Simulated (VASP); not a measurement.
Input of a VASP 6.6.1 run:

INCAR

```
ALGO = Normal ; EDIFF = 1E-6
ENCUT = 600 ; GGA = PE
GGA_COMPAT = F ; ISIF = 2
ISMEAR = 0 ; LASPH = T
LCHARG = F ; LREAL = F
LWAVE = F ; NBANDS = 72
NELM = 120 ; PREC = Accurate
SIGMA = 0.1
```

Contents of KPOINTS:

```
k-points
0
Gamma
  4 4 1
```

Contents of POSCAR:

```
Sn2PbO3
1.0
    3.9388050826     -0.0002003264      0.0039644461
   -0.0003651411      3.9068600469     -0.0051808186
    0.0155805848     -0.0210580192     15.9175217059
Sn Pb O
4 2 6
Direct
    0.0005452905      0.4983982793      0.7544758235
    0.5009192292      0.9998396848      0.9283971746
    0.9991621551      0.5026569732      0.0718624956
    0.4995952470      1.0004577457      0.2453923719
    0.5022210325     -0.0034764277      0.6047834372
   -0.0023323475      0.5014861760      0.3950752372
    0.5015978313      0.4969409650      0.6836210878
    0.0016009524     -0.0027140702      0.6826598596
    0.5005577488      0.5023858503      0.0005614987
   -0.0003999975      0.0016940599     -0.0003506988
   -0.0017259798      0.0009624794      0.3162928197
    0.4982588381      0.5013682842      0.3172288929
```

Potentials or basis: VASP PAW PBE potentials, release 64 (Sn_d, Pb_d, O).

The run is started by

```bash
$ cat potpaw_PBE.64/Sn_d/POTCAR potpaw_PBE.64/Pb_d/POTCAR potpaw_PBE.64/O/POTCAR > POTCAR
$ mpirun -np 1 vasp_std > vasp.out
```

(1) Predict the pressure.

(2) Estimate the largest force.

(3) Predict the band gap on the k mesh.

Results:

(1) 0.1 GPa.

(2) 0.077 eV/Å.

(3) 0.89 eV (least direct gap 1.27 eV).

Caveat: spin-orbit coupling is left out, which moves the levels of the heavy elements.
